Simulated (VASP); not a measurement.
Crystal: P.

```
CELL_PARAMETERS angstrom
-1.20883 1.20883 1.20883
1.20883 -1.20883 1.20883
1.20883 1.20883 -1.20883
ATOMIC_POSITIONS crystal
P 0.00000 0.00000 0.00000
```

This cell differs from its parent crystal: volume scaled by 0.52.

Base run:

- Program: VASP 6.6.1
- Functional: LDA
- Potentials or basis: VASP PAW LDA potentials, release 64 (P)
- Cutoff: 520 eV
- k mesh: 17 × 17 × 17
- Occupations: fermi-dirac, width 0.05 eV
- Spin: no spin polarisation

Its results: pressure 266.9 GPa.

Question: The run is repeated on the same cell with these changes: functional from LDA to PBE; potentials or basis from VASP PAW LDA potentials, release 64 (P) to VASP PAW PBE potentials, release 64 (P). What comes out?

Answer: Pressure 281.9 GPa.
